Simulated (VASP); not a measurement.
Write the native input for VASP 6.6.1 that does the following.

```
Task                   : single point
Functional             : LDA
Potentials or basis    : VASP PAW LDA potentials, release 64 (B, P)
Cutoff                 : 520 eV
k mesh                 : 15 × 15 × 15
Occupations            : fermi-dirac, width 0.05 eV
Spin                   : no spin polarisation
Dipole correction      : no
Further INCAR settings : ALGO = Normal; EDIFF = 1e-07; NBANDS = 11
```

The structure of BP lies in POSCAR:

```
BP
1.0
    0.0000000000      2.2690000000      2.3143800000
    2.2690000000      0.0000000000      2.3143800000
    2.2690000000      2.2690000000      0.0000000000
B P
1 1
Direct
    0.0000000000      0.0000000000      0.0000000000
    0.7500000000      0.7500000000      0.7500000000
```

This cell differs from its parent crystal: zz strain of +2 %.

One way to write it, as run:

INCAR

```
ALGO     = Normal         # electronic algorithm
EDIFF    = 1E-7           # SCF threshold, eV
ENCUT    = 520            # plane-wave cutoff, eV
ISIF     = 2              # what is computed and relaxed
ISMEAR   = -1             # smearing method
LASPH    = T              # aspherical terms in the spheres
LCHARG   = F              # write CHGCAR
LREAL    = F              # projectors in reciprocal space
LWAVE    = F              # write WAVECAR
NBANDS   = 11             # bands
NELM     = 60             # most SCF steps
PREC     = Accurate       # precision mode
SIGMA    = 0.05           # smearing width, eV
```

KPOINTS

```
k-points
0
Gamma
  15 15 15
```

Potentials or basis: VASP PAW LDA potentials, release 64 (B, P).

Launch:

```sh
$ cat potpaw_LDA.64/B/POTCAR potpaw_LDA.64/P/POTCAR > POTCAR
$ mpirun -np 1 vasp_std > vasp.out
```

Results of the run:

```json
{
 "Pressure": "-8.3 GPa",
 "Band gap on the k mesh": "1.06 eV, indirect (least direct gap 3.25 eV)"
}
```

Caveat: the cell differs from its parent crystal (zz strain of +2 %).

Run time: 17 s on 1 thread of Intel(R) Xeon(R) 6975P-C (Granite Rapids), with other jobs on the host, peak memory 0.17 GiB.
